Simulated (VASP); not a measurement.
# Si (Imma) in VASP: single point with PBE

Aim: the single point of Si with PBE.

Everything below comes from runs of VASP 6.6.1. Logs are shortened: lines on timing, memory, paths and dates and some standing lists are left out, and cuts for length are marked.

## 1. The cell of the first run

It takes space group Imma (No. 74, orthorhombic). The conventional cell has a = 4.502 Å, b = 4.737 Å, c = 2.550 Å, α = 90.00°, β = 90.00°, γ = 90.00°. Si (site symmetry mm2) has 8 Si at 2.39 to 2.74 Å within 3.2 Å.

## 2. Single point, PBE

Contents of INCAR:

```
PREC = Accurate
ENCUT = 520
EDIFF = 1E-6
ISMEAR = -1
SIGMA = 0.1
LREAL = F
LASPH = T
NELM = 100
ALGO = Normal
ISIF = 2
LWAVE = F
LCHARG = F
GGA = PE
NBANDS = 11
ISYM = 0
```

Contents of KPOINTS:

```
regular mesh
0
Gamma
  11 11 8
```

Contents of POSCAR:

```
Si
1.0
   -2.2510000000      2.3685000000      1.2750000000
    2.2510000000     -2.3685000000      1.2750000000
    2.2510000000      2.3685000000     -1.2750000000
Si
2
Direct
    0.8070000000      0.5570000000      0.2500000000
    0.1930000000      0.4430000000      0.7500000000
```

Potentials or basis: VASP PAW PBE potentials, release 64 (Si).

On the command line:

```bash
$ cat potpaw_PBE.64/Si/POTCAR > POTCAR
$ mpirun -np 1 vasp_std > vasp.out
```

OUTCAR:

```text
PREC = Accurate
   ENCUT = 520
   EDIFF = 1E-6
   ISMEAR = -1
   LREAL = F
   LASPH = T
   NELM = 100
   ISIF = 2
   GGA = PE
   ISYM = 0

 ion  position               nearest neighbor table
   1  0.807  0.557  0.250-   2 2.39   2 2.39   2 2.46   2 2.46   2 2.74   2 2.74
   2  0.193  0.443  0.750-   1 2.39   1 2.39   1 2.46   1 2.46   1 2.74   1 2.74

IMPORTANT INFORMATION: All symmetrisations will be switched off!
NOSYMM: (Re-)initialisation of all symmetry stuff for point group C_1.

----------------------------------------------------------------------------------------

                                     Primitive cell

  volume of cell :      27.1906

  direct lattice vectors                    reciprocal lattice vectors
    -2.251000000  2.368500000  1.275000000     0.000000000  0.211104074  0.392156863
     2.251000000 -2.368500000  1.275000000     0.222123501  0.000000000  0.392156863
     2.251000000  2.368500000 -1.275000000     0.222123501  0.211104074  0.000000000

  length of vectors
     3.507480328  3.507480328  3.507480328     0.445367191  0.450694857  0.306437236

  position of ions in fractional coordinates (direct lattice)
     0.807000000  0.557000000  0.250000000
     0.193000000  0.443000000  0.750000000

  ion indices of the primitive-cell ions
   primitive index   ion index
                 1           1
                 2           2

----------------------------------------------------------------------------------------

 KPOINTS: regular mesh

Automatic generation of k-mesh.
 Grid dimensions read from file:
 generate k-points for:   11   11    8

 Generating k-lattice:

  Cartesian coordinates                     Fractional coordinates (reciprocal lattice)
     0.000000000  0.019191279  0.035650624     0.090909091  0.000000000 -0.000000000
     0.020193046  0.000000000  0.035650624     0.000000000  0.090909091  0.000000000
     0.027765438  0.026388009  0.000000000    -0.000000000  0.000000000  0.125000000

  Length of vectors
     0.040487926  0.040972260  0.038304655

  Shift w.r.t. Gamma in fractional coordinates (k-lattice)
     0.000000000  0.000000000  0.000000000

 -----------------------------------------------------------------------------
|                                                                             |
|           W    W    AA    RRRRR   N    N  II  N    N   GGGG   !!!           |
|           W    W   A  A   R    R  NN   N  II  NN   N  G    G  !!!           |
|           W    W  A    A  R    R  N N  N  II  N N  N  G       !!!           |
|           W WW W  AAAAAA  RRRRR   N  N N  II  N  N N  G  GGG   !            |
|           WW  WW  A    A  R   R   N   NN  II  N   NN  G    G                |
|           W    W  A    A  R    R  N    N  II  N    N   GGGG   !!!           |
|                                                                             |
|     Your reciprocal lattice and k-lattice belong to different lattice       |
|     classes:                                                                |
|                                                                             |
|        The reciprocal lattice is face-centered orthorhombic,                |
|        whereas your k-lattice is triclinic.                                 |
|                                                                             |
|     Results are often still useful ...                                      |
|                                                                             |
 -----------------------------------------------------------------------------

 WARNING: IBZKPT: internal override: KBLOWUP is changed to .FALSE.
      ... skipping the blow-up phase ...

 Subroutine IBZKPT returns following result:
 ===========================================

 Found    485 irreducible k-points:

 Following reciprocal coordinates:
            Coordinates               Weight
  0.000000  0.000000  0.000000      1.000000
  0.090909  0.000000 -0.000000      2.000000
  0.181818  0.000000 -0.000000      2.000000
  0.272727  0.000000  0.000000      2.000000
  0.363636  0.000000  0.000000      2.000000
  0.454545  0.000000 -0.000000      2.000000
[... 16 lines left out ...]
  0.454545  0.181818  0.000000      2.000000
 -0.454545  0.181818  0.000000      2.000000
 [... further k-points ...]
   k-points           NKPTS =    485   k-points in BZ     NKDIM =    485   number of bands    NBANDS=     11
   number of dos      NEDOS =    301   number of ions     NIONS =      2
   total plane-waves  NPLWV =  21952
   dimension x,y,z NGX =    28 NGY =   28 NGZ =   28
   dimension x,y,z NGXF=    56 NGYF=   56 NGZF=   56
   ions per type =               2
   NGX,Y,Z   is equivalent  to a cutoff of  13.27, 13.27, 13.27 a.u.
   NGXF,Y,Z  is equivalent  to a cutoff of  26.54, 26.54, 26.54 a.u.
 SYSTEM =  unknown system
   PREC   = accura    normal or accurate (medium, high low for compatibility)
   ISTART =      0    job   : 0-new  1-cont  2-samecut
   ICHARG =      2    charge: 1-file 2-atom 10-const
   ISPIN  =      1    spin polarized calculation?
   LNONCOLLINEAR =      F non collinear calculations
   LSORBIT =      F    spin-orbit coupling
   LASPH  =      T    aspherical Exc in radial PAW
   ENCUT  =  520.0 eV  38.22 Ry    6.18 a.u.   6.52  6.52  6.52*2*pi/ulx,y,z
   NELM   =    100;   NELMIN=  2; NELMDL= -5     # of ELM steps
   EDIFF  = 0.1E-05   stopping-criterion for ELM
   LREAL  =      F    real-space projection
   EDIFFG = 0.1E-04   stopping-criterion for IOM
   NSW    =      0    number of steps for IOM
   IBRION =     -1    ionic relax: 0-MD 1-quasi-New 2-CG
   NFREE  =      0    steps in history (QN), initial steepest desc. (CG)
   ISIF   =      2    stress and relaxation
   ISYM   =      0    0-nonsym 1-usesym 2-fastsym
   POTIM  = 0.5000    time-step for ionic-motion
   TEBEG  =    0.0;   TEEND  =   0.0 temperature during run
   PSTRESS=    0.0 pullay stress
   NELECT =       8.0000    total number of electrons
   NUPDOWN=      -1.0000    fix difference up-down
   EMIN   =  10.00;   EMAX   =-10.00  energy-range for DOS
   EFERMI =   0.00;   METHOD = LEGACY
   ISMEAR =    -1;   SIGMA  =   0.10  broadening in eV -4-tet -1-fermi 0-gaus
   EFERMI_NEDOS =   21; number of points for ismear=-14 and -15
   IALGO  =     38    algorithm
   IMIX   =      4    mixing-type and parameters
     AMIX     =   0.40;   BMIX     =  1.00
     AMIX_MAG =   1.60;   BMIX_MAG =  1.00
  volume/ion in A,a.u.               =      13.60        91.75
  Fermi-wavevector in a.u.,A,eV,Ry     =   1.088843  2.057614 16.130773  1.185578
  Thomas-Fermi vector in A             =   2.225033
   LORBIT       =      0    0 simple, 1 ext, 2 COOP (PROOUT), +10 PAW based schemes
   GGA     = PE    functional components
   LHFCALC =     F    Hartree Fock is set to
   AEXX    =    0.0000 exact exchange contribution
   IVDW    =     0    specifies the selected vdW correction
   LEPSILON=     F    determine dielectric tensor
   LRPA    =     F    only Hartree local field effects (RPA)
 non-spin polarized calculation
  energy-cutoff  :      520.00
  volume of cell :       27.19
 maximum number of plane-waves:       761
 NGX is ok and might be reduce to    28
   NGX = 13   NGY = 13   NGZ = 13

 number of electron       8.0000000 magnetization

 Free energy of the ion-electron system (eV)
  ---------------------------------------------------
  ext. energy  EPLUGINS =         0.00000000
  ---------------------------------------------------
  free energy    TOTEN  =       -10.10830025 eV

  energy without entropy =      -10.08285577  energy(sigma->0) =      -10.09557801

 E-fermi :  10.7101     XC(G=0): -11.3760

 val. band max:       10.7078109117   @ k =  -0.1818  -0.1818   0.1250
 cond. band min:      10.7156879701   @ k =  -0.3636   0.0000   0.1250
 fundamental gap:      0.0078770585
 Fermi energy:        10.7101106496

 k-point     1 :       0.0000    0.0000    0.0000
  band No.  band energies     occupation
      1      -4.1189      2.00000
      2       7.7166      2.00000
      3       8.2052      2.00000
      4       9.0353      2.00000
      5      11.7774      0.00005
      6      18.4546      0.00000
      7      19.8394      0.00000
      8      20.7165      0.00000
      9      21.3199      0.00000
     10      21.4674      0.00000
     11      22.7389      0.00000

 k-point     2 :       0.0909    0.0000   -0.0000
  band No.  band energies     occupation
      1      -3.8820      2.00000
      2       7.6384      2.00000
      3       7.6772      2.00000
      4       9.9322      1.99916
      5      12.3059      0.00000
      6      17.0927      0.00000
      7      18.2293      0.00000
      8      19.8556      0.00000
      9      20.1248      0.00000
     10      21.1397      0.00000
     11      22.4179      0.00000

 k-point     3 :       0.1818    0.0000   -0.0000
  band No.  band energies     occupation
      1      -3.1732      2.00000
      2       7.2672      2.00000
      3       7.5788      2.00000
      4      11.1905      0.01626
      5      13.7024      0.00000
      6      14.9969      0.00000
      7      15.1763      0.00000
      8      17.5609      0.00000
      9      18.1698      0.00000
     10      19.4898      0.00000
     11      23.4691      0.00000

 k-point     4 :       0.2727    0.0000    0.0000
  band No.  band energies     occupation
      1      -1.9982      2.00000
      2       7.2519      2.00000
      3       7.7653      2.00000
      4      10.1067      1.99522
      5      13.1688      0.00000
      6      14.6044      0.00000
      7      14.7812      0.00000
      8      15.9895      0.00000
      9      16.8178      0.00000
     10      18.0140      0.00000
     11      24.5605      0.00000

 k-point     5 :       0.3636    0.0000    0.0000
  band No.  band energies     occupation
      1      -0.3674      2.00000
      2       6.9567      2.00000
      3       7.8266      2.00000
      4       8.2921      2.00000
      5      11.3688      0.00275
      6      12.7236      0.00000
      7      15.9590      0.00000
      8      16.0917      0.00000
      9      17.6478      0.00000
     10      18.4417      0.00000
     11      25.6513      0.00000
[... 211 lines left out ...]
 k-point    21 :       0.2727    0.1818    0.0000
  band No.  band energies     occupation
      1       1.1125      2.00000
      2       5.7766      2.00000
      3       7.3343      2.00000
      4       8.0031      2.00000
      5      11.5241      0.00058
      6      12.5044      0.00000
      7      14.2153      0.00000
      8      15.8263      0.00000
      9      18.9031      0.00000
     10      20.5697      0.00000
     11      23.2104      0.00000

 k-point    22 :       0.3636    0.1818    0.0000
  band No.  band energies     occupation
      1       3.0748      2.00000
      2       3.4782      2.00000
      3       5.8283      2.00000
      4       8.9441      2.00000
      5      10.6915      1.09278
      6      12.2729      0.00000
      7      14.8118      0.00000
      8      18.4163      0.00000
      9      19.2180      0.00000
     10      21.7857      0.00000
     11      23.5960      0.00000

 k-point    23 :       0.4545    0.1818    0.0000
  band No.  band energies     occupation
      1       0.8892      2.00000
      2       4.6471      2.00000
      3       6.1814      2.00000
      4       9.3995      2.00000
      5      10.4128      1.90266
      6      12.8233      0.00000
      7      16.0850      0.00000
      8      18.1028      0.00000
      9      19.9985      0.00000
     10      21.7068      0.00000
     11      23.4481      0.00000

 k-point    24 :      -0.4545    0.1818    0.0000
  band No.  band energies     occupation
      1      -0.9334      2.00000
      2       4.0025      2.00000
      3       8.6543      2.00000
      4       9.3443      2.00000
      5      11.5350      0.00052
      6      14.0855      0.00000
      7      15.6753      0.00000
      8      17.8960      0.00000
      9      20.0338      0.00000
     10      21.2216      0.00000
     11      21.9404      0.00000

 [... further k-points ...]
[... 5 lines left out ...]
  --------------------------------------------------------------------------------------
  -------------------------------------------------------------------------------------
  Total        2.6044847      3.0212827      2.3925995      0.0246073     -0.0116345      0.0532322
  in kB      153.4664067    178.0257749    140.9813046      1.4499588     -0.6855526      3.1366506
  external PRESSURE =     157.4911621 kB  Pullay stress =       0.0000000 kB

 VOLUME and BASIS-vectors are now :
 -----------------------------------------------------------------------------
  energy-cutoff  :      520.00
  volume of cell :       27.19
      direct lattice vectors                 reciprocal lattice vectors
    -2.251000000  2.368500000  1.275000000     0.000000000  0.211104074  0.392156863
     2.251000000 -2.368500000  1.275000000     0.222123501  0.000000000  0.392156863
     2.251000000  2.368500000 -1.275000000     0.222123501  0.211104074  0.000000000

 POSITION                                       TOTAL-FORCE (eV/Angst)
 -----------------------------------------------------------------------------------
     -0.00000      1.18425      1.42035         0.002770      0.008979      0.002281
      2.25100      1.18425     -0.14535        -0.002770     -0.008979     -0.002281
 -----------------------------------------------------------------------------------
    total drift:                               -0.000000     -0.000000      0.000000

  FREE ENERGIE OF THE ION-ELECTRON SYSTEM (eV)
  ---------------------------------------------------
  free  energy   TOTEN  =       -10.1083002455 eV

  energy  without entropy=      -10.0828557722  energy(sigma->0) =      -10.09557801
```

It took 52 s on 1 thread of Intel Xeon 6975P-C (Granite Rapids), shared host; peak memory 0.23 GiB.

Results:

| Quantity | Value |
| --- | --- |
| Free energy | -10.1083 eV |
| Pressure | 15.7 GPa |
| Largest force | 0.010 eV/Å |
| Band gap on the k mesh | zero (band 4 reaches 13.44 eV, above the bottom of band 5 at 6.47 eV) |

Forces in eV/Å, atoms in the order of the input:
```
Si   0.003  0.009  0.002
Si  -0.003 -0.009 -0.002
```

Stress tensor (GPa, compression positive):
```
15.35  0.14  0.31
 0.14 17.80 -0.07
 0.31 -0.07 14.10
```

Levels at points of the mesh, in eV from the Fermi level:
| k point | band 1 | band 2 | band 3 | band 4 | band 5 | band 6 | band 7 | band 8 |
| --- | --- | --- | --- | --- | --- | --- | --- | --- |
| (0.00, 0.00, 0.00) | -14.83 | -2.99 | -2.50 | -1.67 | 1.07 | 7.74 | 9.13 | 10.01 |
| (0.00, 0.00, 0.50) | -11.48 | -11.48 | 0.12 | 0.12 | 2.93 | 2.93 | 8.70 | 8.70 |
